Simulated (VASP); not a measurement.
# Be2Cl (P6/mmm) in VASP: notebook

The runs below take Be2Cl through single point, relaxation of cell and atoms, with PBE.

Program: VASP 6.6.1. These are calculated values, not measurements. Logs are shortened: lines on timing, memory, paths and dates and some standing lists are left out, and cuts for length are marked.

**1. The cell of the first run**

Symmetry: P6/mmm, No. 191, hexagonal system. The conventional cell has a = 3.760 Å, b = 3.760 Å, c = 4.151 Å, α = 90.00°, β = 90.00°, γ = 120.00°. Within 2.9 Å of Be (site symmetry -6m2) lie 3 Be at 2.17 Å. Cl (site symmetry 6/mmm) has 12 Be at 3.00 Å and 6 Cl at 3.76 Å within 4.0 Å.

**2. Single point, PBE**

The input, INCAR:

```
SYSTEM = Be2Cl
  PREC = Accurate
  ENCUT = 520
  EDIFF = 1E-7
  ISMEAR = 0
  SIGMA = 0.1
  LREAL = .False.
  LASPH = .True.
  NELM = 60
  ALGO = Normal
  ISIF = 2
  LWAVE = .False.
  LCHARG = .False.
  GGA = PE
  NBANDS = 12
```

The input, KPOINTS:

```
Automatic mesh
0
Gamma
  12 12 12
  0 0 0
```

The input, POSCAR:

```
Be2Cl
1.0
    3.7595783501      0.0000000000      0.0000000000
   -1.8797891751      3.2558903587      0.0000000000
    0.0000000000      0.0000000000      4.1506257983
Be Cl
2 1
Direct
    0.3333333333      0.6666666667      0.5000000000
    0.6666666667      0.3333333333      0.5000000000
    0.0000000000      0.0000000000      0.0000000000
```

Potentials or basis: VASP PAW PBE potentials, release 64 (Be, Cl).

The run is started by

```
$ cat potpaw_PBE.64/Be/POTCAR potpaw_PBE.64/Cl/POTCAR > POTCAR
$ mpirun -np 1 vasp_std > vasp.out
```

OUTCAR:

```text
SYSTEM = Be2Cl
   PREC = Accurate
   ENCUT = 520
   EDIFF = 1E-7
   ISMEAR = 0
   LREAL = .False.
   LASPH = .True.
   NELM = 60
   ISIF = 2
   GGA = PE

 ion  position               nearest neighbor table
   1  0.333  0.667  0.500-   2 2.17   2 2.17   2 2.17
   2  0.667  0.333  0.500-   1 2.17   1 2.17   1 2.17
   3  0.000  0.000  0.000-

  LATTYP: Found a hexagonal cell.
 ALAT       =     3.7595783501
 C/A-ratio  =     1.1040136451

  Lattice vectors:

 A1 = (   3.7595783501,   0.0000000000,   0.0000000000)
 A2 = (  -1.8797891751,   3.2558903587,   0.0000000000)
 A3 = (   0.0000000000,   0.0000000000,   4.1506257983)

Analysis of symmetry for initial positions (statically):
=====================================================================
 Subroutine PRICEL returns:
 Original cell was already a primitive cell.

 Routine SETGRP: Setting up the symmetry group for a
 hexagonal supercell.

 Subroutine GETGRP returns: Found 24 space group operations
 (whereof 24 operations were pure point group operations)
 out of a pool of 24 trial point group operations.

The static configuration has the point symmetry D_6h.

Analysis of symmetry for dynamics (positions and initial velocities):
=====================================================================
 Subroutine PRICEL returns:
 Original cell was already a primitive cell.

 Routine SETGRP: Setting up the symmetry group for a
 hexagonal supercell.

 Subroutine GETGRP returns: Found 24 space group operations
 (whereof 24 operations were pure point group operations)
 out of a pool of 24 trial point group operations.

The dynamic configuration has the point symmetry D_6h.

 Subroutine INISYM returns: Found 24 space group operations
 (whereof 24 operations are pure point group operations),
 and found     1 'primitive' translations

----------------------------------------------------------------------------------------

                                     Primitive cell

  volume of cell :      50.8069

  direct lattice vectors                    reciprocal lattice vectors
     3.759578350  0.000000000  0.000000000     0.265987275  0.153567825  0.000000000
    -1.879789175  3.255890359  0.000000000     0.000000000  0.307135649  0.000000000
     0.000000000  0.000000000  4.150625798     0.000000000  0.000000000  0.240927525

  length of vectors
     3.759578350  3.759578350  4.150625798     0.307135649  0.307135649  0.240927525

  position of ions in fractional coordinates (direct lattice)
     0.333333333  0.666666667  0.500000000
     0.666666667  0.333333333  0.500000000
     0.000000000  0.000000000  0.000000000

  ion indices of the primitive-cell ions
   primitive index   ion index
                 1           1
                 2           2
                 3           3

----------------------------------------------------------------------------------------

 KPOINTS: Automatic mesh

Automatic generation of k-mesh.
 Grid dimensions read from file:
 generate k-points for:   12   12   12

 Generating k-lattice:

  Cartesian coordinates                     Fractional coordinates (reciprocal lattice)
     0.022165606  0.012797319  0.000000000     0.083333333 -0.000000000  0.000000000
     0.000000000  0.025594637  0.000000000     0.000000000  0.083333333  0.000000000
     0.000000000  0.000000000  0.020077294     0.000000000  0.000000000  0.083333333

  Length of vectors
     0.025594637  0.025594637  0.020077294

  Shift w.r.t. Gamma in fractional coordinates (k-lattice)
     0.000000000  0.000000000  0.000000000

 Subroutine IBZKPT returns following result:
 ===========================================

 Found    133 irreducible k-points:

 Following reciprocal coordinates:
            Coordinates               Weight
  0.000000  0.000000  0.000000      1.000000
  0.083333  0.000000  0.000000      6.000000
  0.166667  0.000000  0.000000      6.000000
  0.250000  0.000000  0.000000      6.000000
  0.333333  0.000000  0.000000      6.000000
  0.416667  0.000000  0.000000      6.000000
[... 16 lines left out ...]
  0.250000  0.000000  0.083333     12.000000
  0.333333  0.000000  0.083333     12.000000
 [... further k-points ...]
   k-points           NKPTS =    133   k-points in BZ     NKDIM =    133   number of bands    NBANDS=     12
   number of dos      NEDOS =    301   number of ions     NIONS =      3
   total plane-waves  NPLWV =  25088
   dimension x,y,z NGX =    28 NGY =   28 NGZ =   32
   dimension x,y,z NGXF=    56 NGYF=   56 NGZF=   64
   ions per type =               2   1
   NGX,Y,Z   is equivalent  to a cutoff of  12.38, 12.38, 12.82 a.u.
   NGXF,Y,Z  is equivalent  to a cutoff of  24.76, 24.76, 25.63 a.u.
 SYSTEM =  Be2Cl
   PREC   = accura    normal or accurate (medium, high low for compatibility)
   ISTART =      0    job   : 0-new  1-cont  2-samecut
   ICHARG =      2    charge: 1-file 2-atom 10-const
   ISPIN  =      1    spin polarized calculation?
   LNONCOLLINEAR =      F non collinear calculations
   LSORBIT =      F    spin-orbit coupling
   LASPH  =      T    aspherical Exc in radial PAW
   ENCUT  =  520.0 eV  38.22 Ry    6.18 a.u.   6.99  6.99  7.72*2*pi/ulx,y,z
   NELM   =     60;   NELMIN=  2; NELMDL= -5     # of ELM steps
   EDIFF  = 0.1E-06   stopping-criterion for ELM
   LREAL  =      F    real-space projection
   EDIFFG = 0.1E-05   stopping-criterion for IOM
   NSW    =      0    number of steps for IOM
   IBRION =     -1    ionic relax: 0-MD 1-quasi-New 2-CG
   NFREE  =      0    steps in history (QN), initial steepest desc. (CG)
   ISIF   =      2    stress and relaxation
   ISYM   =      2    0-nonsym 1-usesym 2-fastsym
   POTIM  = 0.5000    time-step for ionic-motion
   TEBEG  =    0.0;   TEEND  =   0.0 temperature during run
   PSTRESS=    0.0 pullay stress
   NELECT =      11.0000    total number of electrons
   NUPDOWN=      -1.0000    fix difference up-down
   EMIN   =  10.00;   EMAX   =-10.00  energy-range for DOS
   EFERMI =   0.00;   METHOD = LEGACY
   ISMEAR =     0;   SIGMA  =   0.10  broadening in eV -4-tet -1-fermi 0-gaus
   EFERMI_NEDOS =   21; number of points for ismear=-14 and -15
   IALGO  =     38    algorithm
   IMIX   =      4    mixing-type and parameters
     AMIX     =   0.40;   BMIX     =  1.00
     AMIX_MAG =   1.60;   BMIX_MAG =  1.00
  volume/ion in A,a.u.               =      16.94       114.29
  Fermi-wavevector in a.u.,A,eV,Ry     =   0.983026  1.857649 13.147849  0.966340
  Thomas-Fermi vector in A             =   2.114153
   LORBIT       =      0    0 simple, 1 ext, 2 COOP (PROOUT), +10 PAW based schemes
   GGA     = PE    functional components
   LHFCALC =     F    Hartree Fock is set to
   AEXX    =    0.0000 exact exchange contribution
   IVDW    =     0    specifies the selected vdW correction
   LEPSILON=     F    determine dielectric tensor
   LRPA    =     F    only Hartree local field effects (RPA)
 non-spin polarized calculation
 Gauss-broadening in eV      SIGMA  =   0.10
  energy-cutoff  :      520.00
  volume of cell :       50.81
 maximum number of plane-waves:      1386
 NGX is ok and might be reduce to    28
   NGX = 13   NGY = 13   NGZ = 15

 number of electron      10.9999999 magnetization

 Free energy of the ion-electron system (eV)
  ---------------------------------------------------
  ext. energy  EPLUGINS =         0.00000000
  ---------------------------------------------------
  free energy    TOTEN  =        -6.57723142 eV

  energy without entropy =       -6.57060508  energy(sigma->0) =       -6.57391825

 E-fermi :   2.8669     XC(G=0):  -8.9003

 val. band max:        2.8548399133   @ k =   0.4167   0.0000   0.3333
 cond. band min:       2.9127463577   @ k =   0.1667   0.1667   0.4167
 fundamental gap:      0.0579064445
 Fermi energy:         2.8668989578

 k-point     1 :       0.0000    0.0000    0.0000
  band No.  band energies     occupation
      1     -12.7698      2.00000
      2      -1.5698      2.00000
      3      -1.3818      2.00000
      4       0.0990      2.00000
      5       0.0990      2.00000
      6       4.8807      0.00000
      7       4.8807      0.00000
      8       6.7125      0.00000
      9       8.5635      0.00000
     10      10.5987      0.00000
     11      10.5987      0.00000
     12      11.2503      0.00000

 k-point     2 :       0.0833    0.0000    0.0000
  band No.  band energies     occupation
      1     -12.7460      2.00000
      2      -1.6604      2.00000
      3      -1.3321      2.00000
      4       0.0408      2.00000
      5       0.1076      2.00000
      6       4.6890      0.00000
      7       4.8708      0.00000
      8       6.6199      0.00000
      9       8.6646      0.00000
     10      10.5996      0.00000
     11      10.7689      0.00000
     12      11.4211      0.00000

 k-point     3 :       0.1667    0.0000    0.0000
  band No.  band energies     occupation
      1     -12.6798      2.00000
      2      -1.9189      2.00000
      3      -1.1904      2.00000
      4      -0.1102      2.00000
      5       0.1624      2.00000
      6       4.2290      0.00000
      7       4.8336      0.00000
      8       6.3702      0.00000
      9       8.7366      0.00000
     10      10.6136      0.00000
     11      11.2457      0.00000
     12      11.2817      0.00000

 k-point     4 :       0.2500    0.0000    0.0000
  band No.  band energies     occupation
      1     -12.5861      2.00000
      2      -2.2820      2.00000
      3      -0.9805      2.00000
      4      -0.3005      2.00000
      5       0.2942      2.00000
      6       3.6901      0.00000
      7       4.7656      0.00000
      8       6.0273      0.00000
      9       8.4223      0.00000
     10      10.2863      0.00000
     11      11.1895      0.00000
     12      12.1191      0.00000

 k-point     5 :       0.3333    0.0000    0.0000
  band No.  band energies     occupation
      1     -12.4884      2.00000
      2      -2.6443      2.00000
      3      -0.7468      2.00000
      4      -0.4756      2.00000
      5       0.4853      2.00000
      6       3.1967      0.00000
      7       4.6854      0.00000
      8       5.6680      0.00000
      9       7.9604      0.00000
     10       9.5066      0.00000
     11      12.2063      0.00000
     12      13.2025      0.00000
[... 228 lines left out ...]
      1     -12.7370      2.00000
      2      -2.1821      2.00000
      3      -0.8335      2.00000
      4       0.0531      2.00000
      5       0.1919      2.00000
      6       4.6994      0.00000
      7       4.8806      0.00000
      8       6.4190      0.00000
      9       8.8515      0.00000
     10      10.5189      0.00000
     11      10.6004      0.00000
     12      11.3080      0.00000

 k-point    22 :       0.1667    0.0000    0.0833
  band No.  band energies     occupation
      1     -12.6711      2.00000
      2      -2.1926      2.00000
      3      -1.0627      2.00000
      4      -0.0941      2.00000
      5       0.3690      2.00000
      6       4.2033      0.00000
      7       4.8172      0.00000
      8       6.2536      0.00000
      9       8.7807      0.00000
     10      10.5477      0.00000
     11      11.1215      0.00000
     12      11.2588      0.00000

 k-point    23 :       0.2500    0.0000    0.0833
  band No.  band energies     occupation
      1     -12.5779      2.00000
      2      -2.3502      2.00000
      3      -1.1402      2.00000
      4      -0.2803      2.00000
      5       0.5810      2.00000
      6       3.6034      0.00000
      7       4.7199      0.00000
      8       6.0217      0.00000
      9       8.4036      0.00000
     10      10.1800      0.00000
     11      11.3773      0.00000
     12      11.9471      0.00000

 k-point    24 :       0.3333    0.0000    0.0833
  band No.  band energies     occupation
      1     -12.4808      2.00000
      2      -2.6318      2.00000
      3      -1.0172      2.00000
      4      -0.4520      2.00000
      5       0.8009      2.00000
      6       3.0330      0.01881
      7       4.6162      0.00000
      8       5.7870      0.00000
      9       7.9434      0.00000
     10       9.4685      0.00000
     11      12.3205      0.00000
     12      12.9049      0.00000

 [... further k-points ...]
[... 5 lines left out ...]
  --------------------------------------------------------------------------------------
  -------------------------------------------------------------------------------------
  Total        0.0015683      0.0015683      0.0041362     -0.0000000      0.0000000      0.0000000
  in kB        0.0494555      0.0494555      0.1304321     -0.0000000      0.0000000      0.0000000
  external PRESSURE =       0.0764477 kB  Pullay stress =       0.0000000 kB

 VOLUME and BASIS-vectors are now :
 -----------------------------------------------------------------------------
  energy-cutoff  :      520.00
  volume of cell :       50.81
      direct lattice vectors                 reciprocal lattice vectors
     3.759578350  0.000000000  0.000000000     0.265987275  0.153567825  0.000000000
    -1.879789175  3.255890359  0.000000000     0.000000000  0.307135649  0.000000000
     0.000000000  0.000000000  4.150625798     0.000000000  0.000000000  0.240927525

 POSITION                                       TOTAL-FORCE (eV/Angst)
 -----------------------------------------------------------------------------------
     -0.00000      2.17059      2.07531         0.000000     -0.000000      0.000000
      1.87979      1.08530      2.07531        -0.000000      0.000000      0.000000
      0.00000      0.00000      0.00000        -0.000000      0.000000      0.000000
 -----------------------------------------------------------------------------------
    total drift:                               -0.000000      0.000000      0.000000

  FREE ENERGIE OF THE ION-ELECTRON SYSTEM (eV)
  ---------------------------------------------------
  free  energy   TOTEN  =        -6.5772314238 eV

  energy  without entropy=       -6.5706050828  energy(sigma->0) =       -6.57391825
```

It took 81 s on 1 thread of Oxide Virtual Turin-like, shared host; peak memory 0.17 GiB.

Results:

- Free energy: -6.5772 eV
- Pressure: 0.0 GPa

Caveat: an odd number of electrons without spin polarisation forces a metal; a magnetic or distorted state may lie lower.

**3. Relaxation of cell and atoms, PBE**

This run uses another cell than the first one, of 16.64 Å³/atom, 0.983 times its volume.

The input, INCAR:

```
  PREC = Accurate
  ENCUT = 600
  EDIFF = 1E-6
  ISMEAR = 0
  SIGMA = 0.1
  LREAL = False
  LASPH = True
  NELM = 60
  ALGO = Normal
  ISIF = 3
  LWAVE = False
  LCHARG = False
  GGA = PE
  IBRION = 2
  NSW = 100
  EDIFFG = -0.01
```

The input, KPOINTS:

```
Automatic mesh
0
Gamma
  12 12 12
```

The input, POSCAR:

```
Be2Cl
1.0
    3.7423643907      0.0000000000      0.0000000000
   -1.8711821954      3.2409826326      0.0000000000
    0.0000000000      0.0000000000      4.1157497673
Be Cl
2 1
Direct
    0.3333333333      0.6666666667      0.5000000000
    0.6666666667      0.3333333333      0.5000000000
    0.0000000000      0.0000000000      0.0000000000
```

Potentials or basis: VASP PAW PBE potentials, release 64 (Be, Cl).

The run is started by

```
$ cat potpaw_PBE.64/Be/POTCAR potpaw_PBE.64/Cl/POTCAR > POTCAR
$ mpirun -np 1 vasp_std > vasp.out
```

OUTCAR:

```text
PREC = Accurate
   ENCUT = 600
   EDIFF = 1E-6
   ISMEAR = 0
   LREAL = False
   LASPH = True
   NELM = 60
   ISIF = 3
   GGA = PE
   IBRION = 2
   NSW = 100
   EDIFFG = -0.01

 ion  position               nearest neighbor table
   1  0.333  0.667  0.500-   2 2.16   2 2.16   2 2.16
   2  0.667  0.333  0.500-   1 2.16   1 2.16   1 2.16
   3  0.000  0.000  0.000-

  LATTYP: Found a hexagonal cell.
 ALAT       =     3.7423643907
 C/A-ratio  =     1.0997725870

  Lattice vectors:

 A1 = (   3.7423643907,   0.0000000000,   0.0000000000)
 A2 = (  -1.8711821954,   3.2409826326,   0.0000000000)
 A3 = (   0.0000000000,   0.0000000000,   4.1157497673)

[... 406 lines left out ...]
  free energy    TOTEN  =        -6.57737498 eV

  energy without entropy =       -6.57075787  energy(sigma->0) =       -6.57406643

 E-fermi :   2.8585     XC(G=0):  -8.8971

 val. band max:        2.8461712803   @ k =   0.4167   0.0000   0.3333
 cond. band min:       2.9054953569   @ k =   0.1667   0.1667   0.4167
 fundamental gap:      0.0593240766
 Fermi energy:         2.8585174497

 k-point     1 :       0.0000    0.0000    0.0000
  band No.  band energies     occupation
      1     -12.7718      2.00000
      2      -1.5775      2.00000
      3      -1.3855      2.00000
      4       0.0953      2.00000
      5       0.0953      2.00000
      6       4.8736      0.00000
      7       4.8736      0.00000
      8       6.7022      0.00000
      9       8.5588      0.00000
[... 265 lines left out ...]
 k-point    24 :       0.3333    0.0000    0.0833
  band No.  band energies     occupation
      1     -12.4833      2.00000
      2      -2.6344      2.00000
      3      -1.0211      2.00000
      4      -0.4551      2.00000
      5       0.7935      2.00000
      6       3.0244      0.01896
      7       4.6075      0.00000
      8       5.7787      0.00000
      9       7.9372      0.00000

 [... further k-points ...]
[... 5 lines left out ...]
  --------------------------------------------------------------------------------------
  -------------------------------------------------------------------------------------
  Total        0.0014511      0.0014511      0.0027927     -0.0000000     -0.0000000      0.0000000
  in kB        0.0457205      0.0457205      0.0879935     -0.0000000     -0.0000000      0.0000000
  external PRESSURE =       0.0598115 kB  Pullay stress =       0.0000000 kB
[... 18 lines left out ...]
  FREE ENERGIE OF THE ION-ELECTRON SYSTEM (eV)
  ---------------------------------------------------
  free  energy   TOTEN  =        -6.5773749798 eV

  energy  without entropy=       -6.5707578724  energy(sigma->0) =       -6.57406643

 reached required accuracy - stopping structural energy minimisation
```

CONTCAR:

```text
Be2Cl
   1.00000000000000
     3.7603164661122710   -0.0000000000002758   -0.0000000000000000
    -1.8801582331066142    3.2565295859583285    0.0000000000000000
    -0.0000000000000000   -0.0000000000000000    4.1524381945499229
  Be              Cl
     2     1
Direct
     0.3333333332999970    0.6666666667000030    0.5000000000000000
     0.6666666667000030    0.3333333332999970    0.5000000000000000
     0.0000000000000000    0.0000000000000000    0.0000000000000000

  0.00000000E+00  0.00000000E+00  0.00000000E+00
  0.00000000E+00  0.00000000E+00  0.00000000E+00
  0.00000000E+00  0.00000000E+00  0.00000000E+00
```

Wall time 4.3 min (1 thread of Oxide Virtual Turin-like, shared host); peak memory 0.19 GiB.

Results:

- Free energy: -6.5774 eV
- Relaxed volume: 16.95 Å³/atom
- Relaxed cell: a = 3.760 Å, b = 3.760 Å, c = 4.152 Å, α = 90.00°, β = 90.00°, γ = 120.00°
- Space group after relaxing (to 0.05 Å): P6/mmm (No. 191)
- Energy gained by relaxing: 0.6 meV/atom
- Ionic steps: 7
- Pressure after relaxing: 0.0 GPa

The path:
```tsv
step	energy change (eV)	largest force (eV/Å)	pressure (GPa)	volume (Å³)
1	0.0000	0.0000	0.63	49.92
2	-0.0013	0.0000	0.29	50.39
3	-0.0017	0.0000	-0.03	50.85
4	-0.0017	0.0000	-0.01	50.81
5	-0.0017	0.0000	0.01	50.79
6	-0.0018	0.0000	0.01	50.82
7	-0.0018	0.0000	0.01	50.85
```

Final structure:
```
Be Cl
1.0
     3.76032    0.00000    0.00000
    -1.88016    3.25653    0.00000
     0.00000    0.00000    4.15244
Be Cl
2 1
Direct
  0.33333 0.66667 0.50000
  0.66667 0.33333 0.50000
  0.00000 0.00000 0.00000
```

Caveat: an odd number of electrons without spin polarisation forces a metal; a magnetic or distorted state may lie lower.
